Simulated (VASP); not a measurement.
Input of a VASP 6.6.1 run:

File INCAR:

```
SYSTEM = AlN
PREC = Accurate
ENCUT = 520
EDIFF = 1E-6
ISMEAR = 0
SIGMA = 0.02
LREAL = .FALSE.
LASPH = .TRUE.
NELM = 100
ALGO = Normal
ISIF = 2
LWAVE = .FALSE.
LCHARG = .FALSE.
GGA = PE
NBANDS = 11
```

The input KPOINTS:

```
Automatic mesh
0
G
  10 10 10
  0 0 0
```

The input POSCAR:

```
AlN
1.0
    0.0000000000      2.1669596899      2.1669596899
    2.1669596899      0.0000000000      2.1669596899
    2.1669596899      2.1669596899      0.0000000000
Al N
1 1
Direct
    0.0000000000      0.0000000000      0.0000000000
    0.7500000000      0.7500000000      0.7500000000
```

Potentials or basis: VASP PAW PBE potentials, release 64 (Al, N).

Launch:

```console
$ cat potpaw_PBE.64/Al/POTCAR potpaw_PBE.64/N/POTCAR > POTCAR
$ mpirun -np 1 vasp_std > vasp.out
```

What does it give for the band gap on the k mesh?

3.33 eV (least direct gap 4.41 eV).

Predict the pressure.

9.8 GPa.

Caveat: the cell stands under pressure. A k mesh can miss the band edges.
